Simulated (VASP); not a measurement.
# SrSiH6 (P4/mmm) in VASP: further runs, part 2 of 2

VASP 6.6.1. Earlier steps stand in the parts before.

### Step 3. Single point, r2SCAN+rVV10

This run uses another cell than the first one, of 8.44 Å³/atom.

File POSCAR:

```
SrSiH6
1.0
    3.3143785050      0.0000000000      0.0000000000
    0.0000000000      3.3143785050      0.0000000000
    0.0000000000      0.0000000000      6.1455961763
Sr Si H
1 1 6
Direct
    0.0000000000      0.0000000000      0.0000000000
    0.0000000000      0.0000000000      0.5000000000
    0.5000000000      0.5000000000      0.0000000000
    0.5000000000      0.5000000000      0.5000000000
    0.5000000000      0.0000000000      0.3418659393
    0.5000000000      0.0000000000      0.6581340607
    0.0000000000      0.5000000000      0.3418659393
    0.0000000000      0.5000000000      0.6581340607
```

File INCAR.step1:

```
SYSTEM = SrSiH6
ALGO = Normal
EDIFF = 1E-4
ENCUT = 520
GGA = PE
ISMEAR = -1
LASPH = .True.
LCHARG = .False.
LREAL = .False.
LWAVE = .True.
NBANDS = 20
NELM = 80
PREC = Accurate
SIGMA = 0.03
```

File INCAR.step2:

```
SYSTEM = SrSiH6
ALGO = Normal
BPARAM = 11.95
CPARAM = 0.0093
EDIFF = 1E-7
ENCUT = 520
ISIF = 2
ISMEAR = -1
ISTART = 1
IVDW_NL = 2
LASPH = .True.
LCHARG = .False.
LMIXTAU = .True.
LREAL = .False.
LUSE_VDW = .True.
LWAVE = .False.
METAGGA = R2SCAN
NBANDS = 20
NELM = 80
PREC = Accurate
SIGMA = 0.03
```

File KPOINTS:

```
k-points
0
Gamma
  8 8 4
  0 0 0
```

Potentials or basis: VASP PAW PBE potentials, release 64 (Sr_sv, Si, H).

The run is started by

```console
$ cat potpaw_PBE.64/Sr_sv/POTCAR potpaw_PBE.64/Si/POTCAR potpaw_PBE.64/H/POTCAR > POTCAR
$ cp INCAR.step1 INCAR
$ mpirun -np 1 vasp_std > vasp.out
$ cp INCAR.step2 INCAR
$ mpirun -np 1 vasp_std > vasp.out
```

Wall time 6.2 min (1 thread of AMD EPYC 7R32 (Zen 2), shared host); peak memory 0.35 GiB.

Results (log left out):

* Free energy: -40.7183 eV
* Pressure: 0.1 GPa
* Band gap on the k mesh: zero (bands 10 and 11 overlap by 4.23 eV)

Stress tensor (GPa, compression positive):
```
0.15 0.00 0.00
0.00 0.15 0.00
0.00 0.00 0.04
```

Levels at points of the mesh, in eV from the Fermi level:
| k point | band 6 | band 7 | band 8 | band 9 | band 10 | band 11 | band 12 | band 13 | band 14 | band 15 |
| --- | --- | --- | --- | --- | --- | --- | --- | --- | --- | --- |
| (0.00, 0.00, 0.00) | -6.53 | -4.81 | -2.64 | 0.35 | 1.33 | 1.92 | 1.92 | 2.53 | 3.71 | 5.75 |
| (0.50, 0.00, 0.00) | -8.95 | -4.19 | -3.82 | -2.10 | 0.98 | 1.72 | 3.38 | 3.63 | 4.81 | 4.93 |
| (0.50, 0.50, 0.00) | -7.05 | -6.20 | -4.77 | -3.24 | -2.90 | -2.90 | 0.41 | 5.61 | 6.20 | 6.20 |
| (0.00, 0.00, 0.50) | -7.61 | -4.11 | -2.47 | 0.24 | 0.95 | 1.70 | 1.70 | 2.89 | 3.95 | 7.26 |
| (0.50, 0.00, 0.50) | -9.07 | -5.01 | -3.64 | -1.19 | 0.81 | 1.80 | 2.70 | 3.11 | 3.45 | 5.00 |
| (0.50, 0.50, 0.50) | -7.22 | -5.86 | -4.52 | -3.65 | -2.25 | -2.25 | -0.87 | 3.56 | 3.56 | 8.04 |

Caveat: the PAW data sets were made with another functional, which shifts forces and pressure a little.

### Step 4. Single point, r2SCAN+rVV10

This run uses another cell than the first one, of 8.44 Å³/atom.

POSCAR is that of step 3.

File INCAR.step1:

```
PREC = Accurate ; ENCUT = 520
ISMEAR = -1 ; SIGMA = 0.03
LREAL = F ; LASPH = T
NELM = 80 ; NBANDS = 20
GGA = PE ; ALGO = Normal
EDIFF = 1E-4 ; LWAVE = T
LCHARG = F
```

File INCAR.step2:

```
PREC = Accurate ; ENCUT = 520
EDIFF = 1E-7 ; ISMEAR = -1
SIGMA = 0.03 ; LREAL = F
LASPH = T ; NELM = 80
ALGO = Normal ; ISIF = 2
LWAVE = F ; LCHARG = F
METAGGA = R2SCAN ; LMIXTAU = T
LUSE_VDW = T ; IVDW_NL = 2
BPARAM = 11.95 ; CPARAM = 0.0093
NBANDS = 20 ; ISTART = 1
```

File KPOINTS:

```
regular mesh
0
Gamma
  8 8 6
```

The run is started by

```console
$ cat potpaw_PBE.64/Sr_sv/POTCAR potpaw_PBE.64/Si/POTCAR potpaw_PBE.64/H/POTCAR > POTCAR
$ cp INCAR.step1 INCAR
$ mpirun -np 1 vasp_std > vasp.out
$ cp INCAR.step2 INCAR
$ mpirun -np 1 vasp_std > vasp.out
```

Run time: 6 min. Hardware: 1 thread of AMD EPYC 7R32 (Zen 2), shared host; peak memory 0.36 GiB.

It converged, with:

```
Free energy            : -40.7191 eV
Pressure               : 0.1 GPa
Largest force          : 0.007 eV/Å
Band gap on the k mesh : zero (bands 10 and 11 overlap by 4.23 eV)
```

Forces on the atoms (eV/Å):
```
Sr   0.000  0.000  0.000
Si   0.000  0.000  0.000
H    0.000  0.000  0.000
H    0.000  0.000  0.000
H    0.000  0.000 -0.007
H    0.000  0.000  0.007
H    0.000  0.000 -0.007
H    0.000  0.000  0.007
```

Stress tensor (GPa, compression positive):
```
0.12 0.00 0.00
0.00 0.12 0.00
0.00 0.00 0.01
```

Levels at points of the mesh, in eV from the Fermi level:
| k point | band 8 | band 9 | band 10 | band 11 | band 12 | band 13 |
| --- | --- | --- | --- | --- | --- | --- |
| (0.00, 0.00, 0.00) | -2.64 | 0.35 | 1.33 | 1.92 | 1.92 | 2.53 |
| (0.50, 0.00, 0.00) | -3.82 | -2.10 | 0.98 | 1.72 | 3.37 | 3.63 |
| (0.50, 0.50, 0.00) | -4.77 | -3.24 | -2.90 | -2.90 | 0.41 | 5.61 |
| (0.00, 0.00, 0.50) | -2.47 | 0.24 | 0.95 | 1.70 | 1.70 | 2.89 |
| (0.50, 0.00, 0.50) | -3.64 | -1.19 | 0.81 | 1.80 | 2.69 | 3.11 |
| (0.50, 0.50, 0.50) | -4.51 | -3.65 | -2.25 | -2.25 | -0.87 | 3.57 |

Caveat: the PAW data sets were made with another functional, which shifts forces and pressure a little.

### Step 5. Relaxation of cell and atoms, PBEsol

This run uses another cell than the first one, of 14.24 Å³/atom.

File INCAR:

```
SYSTEM = SrSiH6
ALGO = Normal
EDIFF = 1E-6
EDIFFG = -0.01
ENCUT = 600
GGA = PS
IBRION = 2
ISIF = 3
ISMEAR = -1
LASPH = .True.
LCHARG = .False.
LREAL = .False.
LWAVE = .False.
NELM = 80
NSW = 100
PREC = Accurate
SIGMA = 0.03
```

File KPOINTS:

```
k-points
0
Gamma
  6 6 4
  0 0 0
```

File POSCAR:

```
SrSiH6
1.0
    3.8500364300      0.0000000000      0.0000000000
    0.0000000000      3.8500364300      0.0000000000
    0.0000000000      0.0000000000      7.6859029400
Sr Si H
1 1 6
Direct
    0.0000000000      0.0000000000      0.0000000000
    0.0000000000      0.0000000000      0.5000000000
    0.5000000000      0.5000000000      0.0000000000
    0.5000000000      0.5000000000      0.5000000000
    0.5000000000      0.0000000000      0.2569911300
    0.5000000000      0.0000000000      0.7430088700
    0.0000000000      0.5000000000      0.2569911300
    0.0000000000      0.5000000000      0.7430088700
```

The run is started by

```console
$ cat potpaw_PBE.64/Sr_sv/POTCAR potpaw_PBE.64/Si/POTCAR potpaw_PBE.64/H/POTCAR > POTCAR
$ mpirun -np 1 vasp_std > vasp.out
```

Run time: 13 min. Hardware: 1 thread of AMD EPYC 7R32 (Zen 2), shared host; peak memory 0.29 GiB.

The run converged. Its results:

```yaml
Free_energy: -24.7462 eV
Relaxed_volume: 8.31 Å³/atom
Relaxed_cell: a = 3.309 Å, b = 3.309 Å, c = 6.072 Å, α = 90.00°, β = 90.00°, γ = 90.00°
Space_group_after_relaxing_to_0.1_Å: P4/mmm (No. 123)
Energy_gained_by_relaxing: 549.2 meV/atom
Ionic_steps: 16
Pressure_after_relaxing: -0.1 GPa
Largest_force_after_relaxing: 0.007 eV/Å
Band_gap_on_the_k_mesh: zero (bands 10 and 11 overlap by 4.19 eV)
```

Forces in eV/Å, atoms in the order of the input:
```
Sr   0.000  0.000  0.000
Si   0.000  0.000  0.000
H    0.000  0.000  0.000
H    0.000  0.000  0.000
H    0.000  0.000  0.007
H    0.000  0.000 -0.007
H    0.000  0.000  0.007
H    0.000  0.000 -0.007
```

Stress tensor (GPa, compression positive):
```
-0.18  0.00  0.00
 0.00 -0.18  0.00
 0.00  0.00  0.05
```

The path:
```tsv
step	energy change (eV)	largest force (eV/Å)	pressure (GPa)	volume (Å³)
1	0.0000	0.3771	-11.68	113.93
2	-1.1898	0.5267	-10.91	97.66
3	-2.6232	1.3637	8.95	58.27
4	-2.7276	1.0930	-1.29	67.61
5	-2.7520	1.1719	1.22	64.68
6	-3.2151	1.2276	3.52	62.16
7	-3.6832	0.0295	18.30	54.74
8	-3.8146	0.9206	10.19	57.93
9	-3.8584	0.6646	12.59	56.82
10	-4.1867	0.1402	7.50	60.09
11	-4.2526	0.1986	4.84	62.57
12	-4.3841	0.0178	1.18	65.24
13	-4.3925	0.0484	-0.01	66.29
14	-4.3926	0.0412	0.12	66.17
15	-4.3930	0.0314	0.05	66.27
16	-4.3934	0.0074	-0.10	66.50
```

Final structure:
```
Sr Si H
1.0
     3.30922    0.00000    0.00000
     0.00000    3.30922    0.00000
     0.00000    0.00000    6.07226
Sr Si H
1 1 6
Direct
  0.00000 0.00000 0.00000
  0.00000 0.00000 0.50000
  0.50000 0.50000 0.00000
  0.50000 0.50000 0.50000
  0.50000 0.00000 0.33674
  0.50000 0.00000 0.66326
  0.00000 0.50000 0.33674
  0.00000 0.50000 0.66326
```

Levels at points of the mesh, in eV from the Fermi level:
```csv
k point,band 6,band 7,band 8,band 9,band 10,band 11,band 12,band 13,band 14,band 15
"(0.00, 0.00, 0.00)",-6.05,-4.45,-2.33,0.22,1.44,1.73,1.73,2.42,3.39,5.42
"(0.50, 0.00, 0.00)",-8.46,-3.80,-3.70,-1.57,0.71,1.67,3.13,3.47,4.55,4.78
"(0.50, 0.50, 0.00)",-6.56,-6.03,-4.44,-3.02,-2.75,-2.75,0.49,5.03,6.28,6.28
"(0.00, 0.00, 0.50)",-7.28,-3.65,-2.12,0.18,0.85,1.49,1.49,2.51,4.02,7.04
"(0.50, 0.00, 0.50)",-8.60,-4.76,-3.36,-0.66,0.67,1.59,2.52,2.85,3.30,4.88
"(0.50, 0.50, 0.50)",-6.75,-5.65,-4.03,-3.62,-2.00,-2.00,-0.92,3.30,3.30,7.45
```

Caveat: the volume moved by over 15 % at a fixed basis, so the end points are rough; the PAW data sets were made with another functional, which shifts forces and pressure a little.

### Step 6. Summary

| task | level | cell | k mesh | cutoff (eV) | gap on the mesh (eV) | pressure (GPa) | largest force (eV/Å) |
| --- | --- | --- | --- | --- | --- | --- | --- |
| single point | PBEsol | a = 3.302, b = 3.302, c = 6.065 Å, 8 atoms, atomic positions A | 6 × 6 × 4 | 520 | none | 0.1 | - |
| single point | r2SCAN+rVV10 | a = 3.314, b = 3.314, c = 6.146 Å, 8 atoms, atomic positions B | 8 × 8 × 4 | 520 | none | 0.1 | - |
| single point | r2SCAN+rVV10 | a = 3.314, b = 3.314, c = 6.146 Å, 8 atoms, atomic positions B | 8 × 8 × 6 | 520 | none | 0.1 | 0.01 |
| relaxation of cell and atoms | PBEsol | relaxed from a = 3.850, b = 3.850, c = 7.686 Å, 8 atoms, atomic positions C | 6 × 6 × 4 | 600 | none | -0.1 | 0.01 |

Alike in all rows: potentials or basis VASP PAW PBE potentials, release 64 (Sr_sv, Si, H); no spin polarisation; smearing fermi-dirac 0.03 eV.

Caveats: the PAW data sets were made with another functional, which shifts forces and pressure a little; the volume moved by over 15 % at a fixed basis, so the end points are rough (at least some runs).

Total energies depend on the potentials used, so only differences within one code and one set of settings carry meaning.
